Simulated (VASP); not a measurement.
Te2Mo, 6 atoms in the cell. It takes space group P6_3/mmc (No. 194, hexagonal). The conventional cell has a = 3.610 Å, b = 3.610 Å, c = 14.337 Å, α = 90.00°, β = 90.00°, γ = 120.00°. Te (site symmetry 3m) has 3 Mo at 2.79 Å and 7 Te at 3.61 to 3.70 Å within 3.7 Å. Within 3.7 Å of Mo (site symmetry -6m2) lie 6 Te at 2.79 Å and 6 Mo at 3.61 Å. 

* Program: VASP 6.6.1
* Task: single point
* Functional: PBE
* Potentials or basis: VASP PAW PBE potentials, release 64 (Te, Mo_sv)
* Cutoff: 520 eV
* k mesh: 8 × 8 × 2
* Occupations: fermi-dirac, width 0.1 eV
* Spin: no spin polarisation
* Dipole correction: no
* Further INCAR settings: ALGO = Normal; EDIFF = 1e-06; NBANDS = 35

Potentials or basis: VASP PAW PBE potentials, release 64 (Te, Mo_sv).

Launch:

```console
$ cat potpaw_PBE.64/Te/POTCAR potpaw_PBE.64/Mo_sv/POTCAR > POTCAR
$ mpirun -np 1 vasp_std > vasp.out
```

Hardware: 1 thread of Intel(R) Xeon(R) Platinum 8488C (Sapphire Rapids), with other jobs on the host.

Question: How long does it take, and how much memory?

Answer: Wall time 97 s on 1 thread of Intel(R) Xeon(R) Platinum 8488C (Sapphire Rapids), with other jobs on the host, peak memory 0.32 GiB. Counts: scf iterations 15, k points 20.
